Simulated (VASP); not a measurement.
# SiSe (P-6m2) in VASP: settings compared

The runs below take SiSe through single point, with r2SCAN50, HF, PBE.

Everything below comes from runs of VASP 6.6.1. Logs are shortened: lines on timing, memory, paths and dates and some standing lists are left out, and cuts for length are marked.

## Step 1: The cell of the first run

The structure is hexagonal, space group P-6m2 (No. 187). The conventional cell has a = 3.595 Å, b = 3.595 Å, c = 3.599 Å, α = 90.00°, β = 90.00°, γ = 120.00°. Within 3.6 Å of Si (site symmetry -6m2) lie 6 Se at 2.75 Å and 8 Si at 3.60 Å. Se (site symmetry -6m2) has 6 Si at 2.75 Å and 8 Se at 3.60 Å within 3.6 Å.

## Step 2: Single point, r2SCAN50

File POSCAR:

```
SiSe
1.0
    3.5952000000      0.0000000000      0.0000000000
   -1.7976000000      3.1135300000      0.0000000000
    0.0000000000      0.0000000000      3.5987300000
Si Se
1 1
Direct
    0.6666700000      0.3333300000      0.5000000000
    0.0000000000      0.0000000000      0.0000000000
```

File INCAR.step1:

```
PREC = Accurate
ENCUT = 520
EDIFF = 1E-5
ISMEAR = -1
SIGMA = 0.05
LREAL = F
LASPH = T
NELM = 100
ALGO = Normal
ISIF = 2
LWAVE = T
LCHARG = F
GGA = PE
NBANDS = 12
```

File INCAR.step2:

```
PREC = Accurate
ENCUT = 520
EDIFF = 1E-7
ISMEAR = -1
SIGMA = 0.05
LREAL = F
LASPH = T
NELM = 100
ALGO = Normal
ISIF = 2
LWAVE = F
LCHARG = F
METAGGA = R2SCAN
LHFCALC = T
AEXX = 0.5
LMIXTAU = T
PRECFOCK = Normal
ISTART = 1
NBANDS = 12
```

File KPOINTS:

```
Automatic mesh
0
Gamma
  5 5 4
```

Potentials or basis: VASP PAW PBE potentials, release 64 (Si, Se).

Started as:

```
$ cat potpaw_PBE.64/Si/POTCAR potpaw_PBE.64/Se/POTCAR > POTCAR
$ cp INCAR.step1 INCAR
$ mpirun -np 1 vasp_std > vasp.out
$ cp INCAR.step2 INCAR
$ mpirun -np 1 vasp_std > vasp.out
```

OUTCAR:

```text
PREC = Accurate
   ENCUT = 520
   EDIFF = 1E-7
   ISMEAR = -1
   LREAL = F
   LASPH = T
   NELM = 100
   ISIF = 2
   METAGGA = R2SCAN
   LHFCALC = T
   AEXX = 0.5
   PRECFOCK = Normal
   ISTART = 1

 ion  position               nearest neighbor table
   1  0.667  0.333  0.500-   2 2.75   2 2.75   2 2.75   2 2.75   2 2.75   2 2.75
   2  0.000  0.000  0.000-   1 2.75   1 2.75   1 2.75   1 2.75   1 2.75   1 2.75

  LATTYP: Found a hexagonal cell.
 ALAT       =     3.5952000000
 C/A-ratio  =     1.0009818647

  Lattice vectors:

 A1 = (   3.5952000000,   0.0000000000,   0.0000000000)
 A2 = (  -1.7976000000,   3.1135300000,   0.0000000000)
 A3 = (   0.0000000000,   0.0000000000,   3.5987300000)

Analysis of symmetry for initial positions (statically):
=====================================================================
 Subroutine PRICEL returns:
 Original cell was already a primitive cell.

 Routine SETGRP: Setting up the symmetry group for a
 hexagonal supercell.

 Subroutine GETGRP returns: Found  4 space group operations
 (whereof  4 operations were pure point group operations)
 out of a pool of 24 trial point group operations.

The static configuration has the point symmetry C_2v.

Analysis of symmetry for dynamics (positions and initial velocities):
=====================================================================
 Subroutine PRICEL returns:
 Original cell was already a primitive cell.

 Routine SETGRP: Setting up the symmetry group for a
 hexagonal supercell.

 Subroutine GETGRP returns: Found  4 space group operations
 (whereof  4 operations were pure point group operations)
 out of a pool of 24 trial point group operations.

The dynamic configuration has the point symmetry C_2v.

 Subroutine INISYM returns: Found  4 space group operations
 (whereof  4 operations are pure point group operations),
 and found     1 'primitive' translations

----------------------------------------------------------------------------------------

                                     Primitive cell

  volume of cell :      40.2833

  direct lattice vectors                    reciprocal lattice vectors
     3.595200000  0.000000000  0.000000000     0.278148643  0.160589427  0.000000000
    -1.797600000  3.113530000  0.000000000     0.000000000  0.321178855  0.000000000
     0.000000000  0.000000000  3.598730000     0.000000000  0.000000000  0.277875806

  length of vectors
     3.595200000  3.595196075  3.598730000     0.321178504  0.321178855  0.277875806

  position of ions in fractional coordinates (direct lattice)
     0.666670000  0.333330000  0.500000000
     0.000000000  0.000000000  0.000000000

  ion indices of the primitive-cell ions
   primitive index   ion index
                 1           1
                 2           2

----------------------------------------------------------------------------------------

 KPOINTS: Automatic mesh

Automatic generation of k-mesh.
 Grid dimensions read from file:
 generate k-points for:    5    5    4

 Generating k-lattice:

  Cartesian coordinates                     Fractional coordinates (reciprocal lattice)
     0.055629729  0.032117885  0.000000000     0.200000000  0.000000000  0.000000000
     0.000000000  0.064235771  0.000000000     0.000000000  0.200000000  0.000000000
     0.000000000  0.000000000  0.069468952     0.000000000  0.000000000  0.250000000

  Length of vectors
     0.064235701  0.064235771  0.069468952

  Shift w.r.t. Gamma in fractional coordinates (k-lattice)
     0.000000000  0.000000000  0.000000000

 Subroutine IBZKPT returns following result:
 ===========================================

 Found     27 irreducible k-points:

 Following reciprocal coordinates:
            Coordinates               Weight
  0.000000  0.000000  0.000000      1.000000
  0.200000 -0.000000  0.000000      4.000000
 -0.200000  0.200000  0.000000      2.000000
  0.400000 -0.000000  0.000000      4.000000
 -0.400000  0.400000  0.000000      2.000000
  0.200000  0.200000  0.000000      2.000000
[... 16 lines left out ...]
 -0.400000  0.400000  0.500000      2.000000
  0.200000  0.200000  0.500000      2.000000
 [... further k-points ...]
   k-points           NKPTS =     27   k-points in BZ     NKDIM =    100   number of bands    NBANDS=     12
   number of dos      NEDOS =    301   number of ions     NIONS =      2
   total plane-waves  NPLWV =  21952
   dimension x,y,z NGX =    28 NGY =   28 NGZ =   28
   dimension x,y,z NGXF=    56 NGYF=   56 NGZF=   56
   ions per type =               1   1
   NGX,Y,Z   is equivalent  to a cutoff of  12.95, 12.95, 12.93 a.u.
   NGXF,Y,Z  is equivalent  to a cutoff of  25.90, 25.90, 25.87 a.u.
 SYSTEM =  unknown system
   PREC   = accura    normal or accurate (medium, high low for compatibility)
   ISTART =      1    job   : 0-new  1-cont  2-samecut
   ICHARG =      0    charge: 1-file 2-atom 10-const
   ISPIN  =      1    spin polarized calculation?
   LNONCOLLINEAR =      F non collinear calculations
   LSORBIT =      F    spin-orbit coupling
   LASPH  =      T    aspherical Exc in radial PAW
   ENCUT  =  520.0 eV  38.22 Ry    6.18 a.u.   6.68  6.68  6.69*2*pi/ulx,y,z
   NELM   =    100;   NELMIN=  2; NELMDL=  0     # of ELM steps
   EDIFF  = 0.1E-06   stopping-criterion for ELM
   LREAL  =      F    real-space projection
   EDIFFG = 0.1E-05   stopping-criterion for IOM
   NSW    =      0    number of steps for IOM
   IBRION =     -1    ionic relax: 0-MD 1-quasi-New 2-CG
   NFREE  =      0    steps in history (QN), initial steepest desc. (CG)
   ISIF   =      2    stress and relaxation
   ISYM   =      3    0-nonsym 1-usesym 2-fastsym
   POTIM  = 0.5000    time-step for ionic-motion
   TEBEG  =    0.0;   TEEND  =   0.0 temperature during run
   PSTRESS=    0.0 pullay stress
   NELECT =      10.0000    total number of electrons
   NUPDOWN=      -1.0000    fix difference up-down
   EMIN   =  10.00;   EMAX   =-10.00  energy-range for DOS
   EFERMI =   0.00;   METHOD = LEGACY
   ISMEAR =    -1;   SIGMA  =   0.05  broadening in eV -4-tet -1-fermi 0-gaus
   EFERMI_NEDOS =   21; number of points for ismear=-14 and -15
   IALGO  =     38    algorithm
   IMIX   =      1    mixing-type and parameters
     AMIX     =   0.40;   BMIX     =  1.00
     AMIX_MAG =   1.60;   BMIX_MAG =  1.00
  volume/ion in A,a.u.               =      20.14       135.92
  Fermi-wavevector in a.u.,A,eV,Ry     =   1.028884  1.944309 14.403156  1.058602
  Thomas-Fermi vector in A             =   2.162903
   LORBIT       =      0    0 simple, 1 ext, 2 COOP (PROOUT), +10 PAW based schemes
   METAGGA = R2SCAN    functional components
   LHFCALC =     T    Hartree Fock is set to
   PRECFOCK=normal    Normal, Fast or Accurate (Low or Medium for compatibility)
   ENCUT4O =  -1.0   cutoff for four orbital integrals eV
   NKREDX  =     1    reduce k-point grid by
   NKREDY  =     1    reduce k-point grid by
   NKREDZ  =     1    reduce k-point grid by
   AEXX    =    0.5000 exact exchange contribution
   HFSCREEN=    0.0000 screening length (either q_TF or 0.3 A-1)
   HFSCREENC=   0.0000 screening length for correlation (either q_TF or 0.3 A-1)
   ENCUTFOCK=  -1.0 apply spherical cutoff to Coloumb kernel
   IVDW    =     0    specifies the selected vdW correction
   LEPSILON=     F    determine dielectric tensor
   LRPA    =     F    only Hartree local field effects (RPA)
 non-spin polarized calculation
  energy-cutoff  :      520.00
  volume of cell :       40.28
 maximum number of plane-waves:      1097
  NGX = 24; NGY = 24; NGZ = 24

 number of electron      10.0000000 magnetization

 Free energy of the ion-electron system (eV)
  ---------------------------------------------------
  ext. energy  EPLUGINS =         0.00000000
  ---------------------------------------------------
  free energy    TOTEN  =       -21.10447852 eV

  energy without entropy =      -21.10218780  energy(sigma->0) =      -21.10333316

 E-fermi :   6.4548     XC(G=0):  -5.9691

 val. band max:        5.5580312125   @ k =   0.4000   0.2000   0.0000
 cond. band min:       6.5100907806   @ k =  -0.2000   0.2000   0.2500
 fundamental gap:      0.9520595681
 Fermi energy:         6.4547721709

 k-point     1 :       0.0000    0.0000    0.0000
  band No.  band energies     occupation
      1     -13.9734      2.00000
      2      -0.6673      2.00000
      3       0.2581      2.00000
      4       2.4710      2.00000
      5       2.4787      2.00000
      6      10.6272      0.00000
      7      10.6383      0.00000
      8      11.1887      0.00000
      9      15.3863      0.00000
     10      16.1991      0.00000
     11      19.4470      0.00000
     12      19.4521      0.00000

 k-point     2 :       0.2000   -0.0000    0.0000
  band No.  band energies     occupation
      1     -13.4598      2.00000
      2      -2.6910      2.00000
      3       0.8399      2.00000
      4       1.6226      2.00000
      5       2.7055      2.00000
      6       9.2831      0.00000
      7      12.0815      0.00000
      8      12.9967      0.00000
      9      13.4979      0.00000
     10      16.2878      0.00000
     11      19.1427      0.00000
     12      19.1728      0.00000

 k-point     3 :      -0.2000    0.2000    0.0000
  band No.  band energies     occupation
      1     -13.4598      2.00000
      2      -2.6898      2.00000
      3       0.8358      2.00000
      4       1.6280      2.00000
      5       2.6903      2.00000
      6       9.2706      0.00000
      7      12.0876      0.00000
      8      12.9898      0.00000
      9      13.4979      0.00000
     10      16.2835      0.00000
     11      19.1452      0.00000
     12      19.1757      0.00000
[... 286 lines left out ...]
 k-point    23 :      -0.4000    0.4000    0.5000
  band No.  band energies     occupation
      1     -11.1685      2.00000
      2      -4.9874      2.00000
      3      -2.3055      2.00000
      4      -0.6486      2.00000
      5       2.4581      2.00000
      6       8.2114      0.00000
      7      10.2623      0.00000
      8      10.3756      0.00000
      9      18.8263      0.00000
     10      19.3647      0.00000
     11      21.6529      0.00000
     12      22.0870      0.00000

 k-point    24 :       0.2000    0.2000    0.5000
  band No.  band energies     occupation
      1     -11.3666      2.00000
      2      -5.5658      2.00000
      3      -1.3605      2.00000
      4       0.8365      2.00000
      5       1.6233      2.00000
      6       5.2084      2.00000
      7      12.3926      0.00000
      8      13.3373      0.00000
      9      15.8927      0.00000
     10      17.0322      0.00000
     11      20.8605      0.00000
     12      21.0572      0.00000

 [... further k-points ...]
[... 5 lines left out ...]
  --------------------------------------------------------------------------------------
  -------------------------------------------------------------------------------------
  Total       -1.1412395     -1.1078970     -1.2274905      0.0288726      0.0000000      0.0000000
  in kB      -45.3901889    -44.0640675    -48.8206257      1.1483421      0.0000000      0.0000000
  external PRESSURE =     -46.0916274 kB  Pullay stress =       0.0000000 kB

 VOLUME and BASIS-vectors are now :
 -----------------------------------------------------------------------------
  energy-cutoff  :      520.00
  volume of cell :       40.28
      direct lattice vectors                 reciprocal lattice vectors
     3.595200000  0.000000000  0.000000000     0.278148643  0.160589427  0.000000000
    -1.797600000  3.113530000  0.000000000     0.000000000  0.321178855  0.000000000
     0.000000000  0.000000000  3.598730000     0.000000000  0.000000000  0.277875806

 POSITION                                       TOTAL-FORCE (eV/Angst)
 -----------------------------------------------------------------------------------
      1.79762      1.03783      1.79937         0.004465     -0.002578      0.000000
      0.00000      0.00000      0.00000        -0.004465      0.002578      0.000000
 -----------------------------------------------------------------------------------
    total drift:                                0.000098     -0.000045     -0.000000

  FREE ENERGIE OF THE ION-ELECTRON SYSTEM (eV)
  ---------------------------------------------------
  free  energy   TOTEN  =       -21.1044785249 eV

  energy  without entropy=      -21.1021877953  energy(sigma->0) =      -21.10333316
```

Run time: 14 min. Hardware: 1 thread of Intel Xeon 6975P-C (Granite Rapids), shared host; peak memory 0.18 GiB.

Results:

- Free energy: -21.1045 eV
- Pressure: -4.6 GPa
- Largest force: 0.005 eV/Å
- Band gap on the k mesh: zero (band 5 reaches 9.12 eV, above the bottom of band 6 at 3.89 eV)

Forces in eV/Å, atoms in the order of the input:
```
Si   0.004 -0.003  0.000
Se  -0.004  0.003  0.000
```

Stress tensor (GPa, compression positive):
```
-4.54  0.11  0.00
 0.11 -4.41  0.00
 0.00  0.00 -4.88
```

Caveat: the k points lie up to 0.44 Å⁻¹ apart; the PAW data sets were made with another functional, which shifts forces and pressure a little.

## Step 3: Single point, HF

POSCAR is that of step 2.

File INCAR.step1:

```
ALGO = Normal
EDIFF = 1E-5
ENCUT = 520
GGA = PE
ISIF = 2
ISMEAR = -1
LASPH = T
LCHARG = F
LREAL = F
LWAVE = T
NBANDS = 12
NELM = 80
PREC = Accurate
SIGMA = 0.05
```

File INCAR.step2:

```
AEXX = 1.0
AGGAC = 0.0
ALDAC = 0.0
ALGO = Normal
EDIFF = 1E-6
ENCUT = 520
GGA = PE
ISIF = 2
ISMEAR = -1
ISTART = 1
LASPH = T
LCHARG = F
LHFCALC = T
LREAL = F
LWAVE = F
NBANDS = 12
NELM = 80
PREC = Accurate
PRECFOCK = Normal
SIGMA = 0.05
```

File KPOINTS:

```
k-points
0
Gamma
  5 5 4
```

Potentials or basis: VASP PAW PBE potentials, release 64 (Si, Se).

Started as:

```
$ cat potpaw_PBE.64/Si/POTCAR potpaw_PBE.64/Se/POTCAR > POTCAR
$ cp INCAR.step1 INCAR
$ mpirun -np 1 vasp_std > vasp.out
$ cp INCAR.step2 INCAR
$ mpirun -np 1 vasp_std > vasp.out
```

Run time: 9.7 min. Hardware: 1 thread of Intel Xeon 6975P-C (Granite Rapids), shared host; peak memory 0.17 GiB.

The run converged. Its results:

```yaml
Free_energy: -16.3154 eV
Pressure: 4.2 GPa
Largest_force: 0.009 eV/Å
Band_gap_on_the_k_mesh: zero (band 5 reaches 11.56 eV, above the bottom of band 6 at 4.59 eV)
```

Forces on the atoms (eV/Å):
```
Si   0.008 -0.005  0.000
Se  -0.008  0.005  0.000
```

Stress tensor (GPa, compression positive):
```
4.32 0.11 0.00
0.11 4.44 0.00
0.00 0.00 3.90
```

Levels at points of the mesh, in eV from the Fermi level:
```csv
k point,band 1,band 2,band 3,band 4,band 5,band 6,band 7,band 8,band 9,band 10
"(0.00, 0.00, 0.00)",-24.68,-9.04,-8.15,-5.88,-5.85,5.89,5.91,6.64,11.44,11.79
"(0.00, 0.00, 0.50)",-22.87,-17.52,-4.33,-4.29,3.74,4.60,5.33,5.34,11.23,11.23
```

Caveat: the k points lie up to 0.44 Å⁻¹ apart; the PAW data sets were made with another functional, which shifts forces and pressure a little.

## Step 4: Single point, PBE

This run uses another cell than the first one, of 19.34 Å³/atom, 0.960 times its volume.

File INCAR:

```
SYSTEM = SiSe
PREC = Accurate ; ENCUT = 500
EDIFF = 1E-6 ; ISMEAR = -1
SIGMA = 0.05 ; LREAL = .False.
LASPH = .True. ; NELM = 120
ALGO = Normal ; ISIF = 2
LWAVE = .False. ; LCHARG = .False.
GGA = PE ; NBANDS = 12
GGA_COMPAT = .False.
```

File KPOINTS:

```
regular mesh
0
Gamma
  7 7 6
  0 0 0
```

File POSCAR:

```
SiSe
1.0
    3.5232960000      0.0000000000      0.0000000000
   -1.7616480000      3.0512594000      0.0000000000
    0.0000000000      0.0000000000      3.5987300000
Si Se
1 1
Direct
    0.6666700000      0.3333300000      0.5000000000
    0.0000000000      0.0000000000      0.0000000000
```

Started as:

```
$ cat potpaw_PBE.64/Si/POTCAR potpaw_PBE.64/Se/POTCAR > POTCAR
$ mpirun -np 1 vasp_std > vasp.out
```

It took 32 s on 1 thread of Intel Xeon 8259CL, shared host; peak memory 0.17 GiB.

Results (log left out):

```yaml
Free_energy: -8.4208 eV
Pressure: 1.7 GPa
Band_gap_on_the_k_mesh: zero (band 5 reaches 8.44 eV, above the bottom of band 6 at 4.74 eV)
```

Stress tensor (GPa, compression positive):
```
2.10 0.00 0.00
0.00 2.10 0.00
0.00 0.00 0.77
```

Levels at points of the mesh, in eV from the Fermi level:
| k point | band 3 | band 4 | band 5 | band 6 | band 7 | band 8 |
| --- | --- | --- | --- | --- | --- | --- |
| (0.00, 0.00, 0.00) | -4.04 | -1.70 | -1.70 | 3.05 | 3.05 | 3.46 |
| (0.00, 0.00, 0.50) | -0.65 | -0.65 | 1.83 | 2.45 | 2.91 | 2.91 |

[end of part 1 of 2]
